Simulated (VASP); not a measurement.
MgI2: single point with PBE

Crystal: MgI2.

```
Mg I
1.0
     4.27348    0.00000    0.00000
    -2.13674    3.70094    0.00000
     0.00000    0.00000    7.93479
Mg I
1 2
Direct
  0.00000 0.00000 0.00000
  0.33333 0.66667 0.80123
  0.66667 0.33333 0.19877
```

```yaml
Program: VASP 6.6.1
Task: single point
Functional: PBE
Potentials_or_basis: VASP PAW PBE potentials, release 64 (Mg, I)
Cutoff: 520 eV
k_mesh: 6 × 6 × 4
Occupations: gaussian, width 0.05 eV
Spin: no spin polarisation
Dipole_correction: no
Further_INCAR_settings: ALGO = Normal; EDIFF = 1e-07; NBANDS = 15
```

```
Pressure               : 0.4 GPa
Largest force          : 0.344 eV/Å
Band gap on the k mesh : 3.75 eV, indirect (least direct gap 3.84 eV)
```

Forces in eV/Å, atoms in the order of the input:
```
Mg   0.000  0.000  0.000
I    0.000  0.000 -0.344
I    0.000  0.000  0.344
```

Stress tensor (GPa, compression positive):
```
-0.02  0.00  0.00
 0.00 -0.02  0.00
 0.00  0.00  1.35
```

Levels at points of the mesh, in eV from the valence-band top:
```csv
k point,band 5,band 6,band 7,band 8,band 9,band 10,band 11,band 12
"(0.00, 0.00, 0.00)",-0.38,-0.05,-0.03,-0.03,3.81,4.85,6.57,6.57
"(0.50, 0.00, 0.00)",-1.23,-1.11,-0.41,-0.32,3.75,5.61,6.14,7.50
"(0.00, 0.00, 0.50)",-0.37,-0.37,-0.04,-0.04,4.30,4.86,6.54,6.54
"(0.50, 0.00, 0.50)",-1.21,-0.96,-0.41,-0.35,3.75,5.65,6.06,6.70
```

Wall time 26 s on 1 thread of AMD EPYC 9R45 96-Core Processor (Zen 5), on a shared host, peak memory 0.22 GiB.

Caveat: spin-orbit coupling is left out, which moves the levels of the heavy elements; this functional lacks dispersion, which binds the layers, so the pressure and a relaxed spacing across them are unreliable. A k mesh can miss the band edges.
